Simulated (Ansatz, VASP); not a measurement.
**Two plane-wave programs on WC**

```
W C
1.0
     4.34813   -2.51039    0.00000
    -4.34813   -2.51039    0.00000
     0.00000    0.00000   -5.65410
W C
6 6
Direct
  0.66667 0.33333 0.50000
  0.66667 0.33333 0.00000
  0.00000 0.00000 0.50000
  0.00000 0.00000 0.00000
  0.33333 0.66667 0.50000
  0.33333 0.66667 0.00000
  0.33333 0.33333 0.25000
  0.33333 0.33333 0.75000
  0.66667 0.00000 0.25000
  0.66667 0.00000 0.75000
  0.00000 0.66667 0.25000
  0.00000 0.66667 0.75000
```

Alike in both runs: functional PBEsol; k mesh 12 × 12 × 6; occupations gaussian, width 0.1 eV; no spin polarisation.

Ansatz relaxed the structure, and its values are those at the end. VASP's run is a single point on that final structure, the one shown.

|  | VASP | Ansatz |
| --- | --- | --- |
| version | VASP 6.6.1 | Ansatz 0.2.0 |
| potentials or method | VASP PAW PBE potentials, release 64 (W_sv, C), cutoff 520 eV | scalar-relativistic, plane waves, PAW |
| valence electrons in the cell | 108 | 108 |

VASP gave:

```
gap on the k mesh at the Fermi level (eV) : none
pressure (GPa)                            : 1.3
```

Task: What did Ansatz give for the same quantities?

Result: gap on the k mesh at the Fermi level (eV): none; pressure (GPa): 0.0.

VASP's potentials were made for PBE, not for PBEsol. A gap of «none» marks a metal or a gap that the smearing closes.

Spin-orbit coupling is off throughout.
